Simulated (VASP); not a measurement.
# SnO2 (fluorite type) (Fm-3m) in VASP: settings compared, part 2 of 2

VASP 6.6.1.

## 3. Single point, PBE

This run uses another cell than the first one, of 10.66 Å³/atom.

Input file INCAR:

```
  PREC = Accurate
  ENCUT = 520
  EDIFF = 1E-6
  ISMEAR = -1
  SIGMA = 0.06122561905347299
  LREAL = F
  LASPH = T
  NELM = 100
  ALGO = Normal
  ISIF = 2
  LWAVE = F
  LCHARG = F
  GGA = PE
  NBANDS = 20
```

Input file KPOINTS:

```
Automatic mesh
0
Gamma
  19 19 19
```

Input file POSCAR:

```
SnO2
1.0
    0.0000000000      2.5189496884      2.5189496884
    2.5189496884      0.0000000000      2.5189496884
    2.5189496884      2.5189496884      0.0000000000
Sn O
1 2
Direct
    0.0000000000      0.0000000000      0.0000000000
    0.2500000000      0.2500000000      0.2500000000
    0.7500000000      0.7500000000      0.7500000000
```

Potentials or basis: VASP PAW PBE potentials, release 64 (Sn_d, O).

Run with:

```sh
$ cat potpaw_PBE.64/Sn_d/POTCAR potpaw_PBE.64/O/POTCAR > POTCAR
$ mpirun -np 1 vasp_std > vasp.out
```

OUTCAR:

```text
PREC = Accurate
   ENCUT = 520
   EDIFF = 1E-6
   ISMEAR = -1
   LREAL = F
   LASPH = T
   NELM = 100
   ISIF = 2
   GGA = PE

 ion  position               nearest neighbor table
   1  0.000  0.000  0.000-   3 2.18   3 2.18   3 2.18   2 2.18   3 2.18   2 2.18   2 2.18   2 2.18

   2  0.250  0.250  0.250-   1 2.18   1 2.18   1 2.18   1 2.18
   3  0.750  0.750  0.750-   1 2.18   1 2.18   1 2.18   1 2.18

  LATTYP: Found a face centered cubic cell.
 ALAT       =     5.0378993768

  Lattice vectors:
[... 742 lines left out ...]

  FORCE on cell =-STRESS in cart. coord.  units (eV):
  Direction    XX          YY          ZZ          XY          YZ          ZX
  --------------------------------------------------------------------------------------
  -------------------------------------------------------------------------------------
  Total        2.8454118      2.8454118      2.8454118     -0.0000000     -0.0000000      0.0000000
  in kB      142.6156671    142.6156671    142.6156671     -0.0000000     -0.0000000      0.0000000
  external PRESSURE =     142.6156671 kB  Pullay stress =       0.0000000 kB

 VOLUME and BASIS-vectors are now :
 -----------------------------------------------------------------------------
  energy-cutoff  :      520.00
  volume of cell :       31.97
      direct lattice vectors                 reciprocal lattice vectors
     0.000000000  2.518949688  2.518949688    -0.198495429  0.198495429  0.198495429
     2.518949688  0.000000000  2.518949688     0.198495429 -0.198495429  0.198495429
     2.518949688  2.518949688  0.000000000     0.198495429  0.198495429 -0.198495429

 POSITION                                       TOTAL-FORCE (eV/Angst)
 -----------------------------------------------------------------------------------
      0.00000      0.00000      0.00000         0.000000     -0.000000     -0.000000
      1.25947      1.25947      1.25947         0.000000      0.000000      0.000000
      3.77842      3.77842      3.77842        -0.000000     -0.000000     -0.000000
 -----------------------------------------------------------------------------------
    total drift:                               -0.000000     -0.000000      0.000000

  FREE ENERGIE OF THE ION-ELECTRON SYSTEM (eV)
  ---------------------------------------------------
  free  energy   TOTEN  =       -17.8243124687 eV

  energy  without entropy=      -17.8242557534  energy(sigma->0) =      -17.82428411
```

OSZICAR:

```text
N       E                     dE             d eps       ncg     rms          rms(c)
DAV:   1     0.237817753253E+03    0.23782E+03   -0.13624E+04  9688   0.206E+03
DAV:   2     0.384004058993E+01   -0.23398E+03   -0.22168E+03  9320   0.496E+02
DAV:   3    -0.204244180957E+02   -0.24264E+02   -0.23927E+02 10108   0.134E+02
DAV:   4    -0.210474097033E+02   -0.62299E+00   -0.62247E+00  9888   0.221E+01
DAV:   5    -0.210609449169E+02   -0.13535E-01   -0.13534E-01 11184   0.339E+00    0.111E+01
DAV:   6    -0.178115274102E+02    0.32494E+01   -0.10902E+01 13460   0.569E+01    0.397E+00
DAV:   7    -0.178388828986E+02   -0.27355E-01   -0.69010E-01  9512   0.593E+00    0.197E+00
DAV:   8    -0.178256107477E+02    0.13272E-01   -0.61304E-02 10104   0.262E+00    0.366E-01
DAV:   9    -0.178238138044E+02    0.17969E-02   -0.10647E-02 13100   0.171E+00    0.828E-02
DAV:  10    -0.178243048126E+02   -0.49101E-03   -0.12652E-03  9736   0.342E-01    0.194E-02
DAV:  11    -0.178243114786E+02   -0.66661E-05   -0.39541E-05 11964   0.837E-02    0.130E-02
DAV:  12    -0.178243124687E+02   -0.99007E-06   -0.65667E-06  9728   0.192E-02
   1 F= -.17824312E+02 E0= -.17824284E+02  d E =-.567153E-04
```

stdout:

```text
POSCAR found type information on POSCAR SnO
 POSCAR found :  2 types and       3 ions
 scaLAPACK will be used
 LDA part: xc-table for (Slater+PW92), standard interpolation
 POSCAR, INCAR and KPOINTS ok, starting setup
 FFT: planning ... GRIDC
 FFT: planning ... GRID_SOFT
 FFT: planning ... GRID
 WAVECAR not read
 entering main loop
```

Run time: 70 s. Hardware: 1 thread of Intel Xeon Platinum 8488C (Sapphire Rapids), shared host; peak memory 0.25 GiB.

Results:

* Free energy: -17.8243 eV
* Pressure: 14.3 GPa
* Band gap on the k mesh: 0.47 eV (least direct gap 1.89 eV)

Levels at points of the mesh, in eV from the valence-band top:
```
           k point  band 10  band 11  band 12  band 13  band 14  band 15  band 16  band 17
(0.00, 0.00, 0.00)    -2.97    -1.41    -1.41    -1.41     0.47     7.21     7.21     7.21
```

Caveat: the cell stands under pressure; semilocal functionals underestimate gaps, and a narrow one can read as zero; spin-orbit coupling is left out, which moves the levels of the heavy elements; an odd mesh through Γ misses points on the zone boundary, where band edges can lie.

## 4. Single point, PBE

This run uses another cell than the first one, of 10.88 Å³/atom.

Input file INCAR:

```
ALGO     = Normal         # electronic algorithm
EDIFF    = 1E-7           # SCF threshold, eV
ENCUT    = 520            # plane-wave cutoff, eV
GGA      = PE             # functional
ISIF     = 2              # what is computed and relaxed
ISMEAR   = -1             # smearing method
LASPH    = T              # aspherical terms in the spheres
LCHARG   = F              # write CHGCAR
LREAL    = F              # projectors in reciprocal space
LWAVE    = F              # write WAVECAR
NBANDS   = 20             # bands
NELM     = 100            # most SCF steps
PREC     = Accurate       # precision mode
SIGMA    = 0.06122561905347299 # smearing width, eV
```

Input file KPOINTS:

```
k-points
0
Gamma
  19 19 19
```

Input file POSCAR:

```
SnO2
1.0
    0.0000000000      2.5366893552      2.5366893552
    2.5366893552      0.0000000000      2.5366893552
    2.5366893552      2.5366893552      0.0000000000
Sn O
1 2
Direct
    0.0000000000      0.0000000000      0.0000000000
    0.2500000000      0.2500000000      0.2500000000
    0.7500000000      0.7500000000      0.7500000000
```

Run with:

```sh
$ cat potpaw_PBE.64/Sn_d/POTCAR potpaw_PBE.64/O/POTCAR > POTCAR
$ mpirun -np 1 vasp_std > vasp.out
```

Run time: 82 s. Hardware: 1 thread of Intel Xeon Platinum 8488C (Sapphire Rapids), shared host; peak memory 0.26 GiB.

It converged, with:

```yaml
Free_energy: -17.8748 eV
Pressure: 9.1 GPa
Band_gap_on_the_k_mesh: 0.26 eV (least direct gap 1.63 eV)
```

Levels at points of the mesh, in eV from the valence-band top:
| k point | band 9 | band 10 | band 11 | band 12 | band 13 | band 14 | band 15 | band 16 | band 17 | band 18 |
| --- | --- | --- | --- | --- | --- | --- | --- | --- | --- | --- |
| (0.00, 0.00, 0.00) | -2.90 | -2.90 | -1.37 | -1.37 | -1.37 | 0.26 | 7.14 | 7.14 | 7.14 | 13.52 |

Caveat: the cell stands under pressure; semilocal functionals underestimate gaps, and a narrow one can read as zero; spin-orbit coupling is left out, which moves the levels of the heavy elements; an odd mesh through Γ misses points on the zone boundary, where band edges can lie.

## 5. The runs side by side

| level | cell | k mesh | smearing | gap on the mesh (eV) | pressure (GPa) |
| --- | --- | --- | --- | --- | --- |
| r2SCAN | a = 3.684 Å, angles 60.0°, 3 atoms | 12 × 12 × 12 | fermi-dirac 0.1 eV | 0.01 | -14.6 |
| PBE | a = 3.562 Å, angles 60.0°, 3 atoms | 19 × 19 × 19 | fermi-dirac 0.0612256 eV | 0.47 | 14.3 |
| PBE | a = 3.587 Å, angles 60.0°, 3 atoms | 19 × 19 × 19 | fermi-dirac 0.0612256 eV | 0.26 | 9.1 |

Alike in all rows: task single point; potentials or basis VASP PAW PBE potentials, release 64 (Sn_d, O); no spin polarisation; cutoff (eV) 520.

Caveats: semilocal functionals underestimate gaps, and a narrow one can read as zero; spin-orbit coupling is left out, which moves the levels of the heavy elements; the cell stands under pressure (at least some runs); an odd mesh through Γ misses points on the zone boundary, where band edges can lie (at least some runs); the cell stands under tension (at least some runs); the smearing spreads over this small gap (at least some runs); the PAW data sets were made with another functional, which shifts forces and pressure a little (at least some runs).

Total energies depend on the potentials used, so only differences within one code and one set of settings carry meaning.
